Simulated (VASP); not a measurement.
BeS:

```
Be S
1.0
     0.00000    2.43807    2.43807
     2.43807    0.00000    2.43807
     2.43807    2.43807    0.00000
Be S
1 1
Direct
  0.00000 0.00000 0.00000
  0.75000 0.75000 0.75000
```

Base run:

```yaml
Program: VASP 6.6.1
Functional: HSE06
Potentials_or_basis: VASP PAW PBE potentials, release 64 (Be, S)
Cutoff: 520 eV
k_mesh: 6 × 6 × 6
Occupations: gaussian, width 0.02 eV
Spin: no spin polarisation
```

Its results: band gap on the k mesh 4.09 eV (least direct gap 6.87 eV); pressure -1.5 GPa.

Question: The run is repeated on the same cell with these changes: functional from HSE06 to r2SCAN; k mesh from 6 × 6 × 6 to 8 × 8 × 8. What comes out?

Answer: Band gap on the k mesh 3.61 eV (least direct gap 6.27 eV); pressure -0.2 GPa.

Several settings changed at once.

Caveats: the PAW data sets were made with another functional, which shifts forces and pressure a little.

A k mesh can miss the band edges.
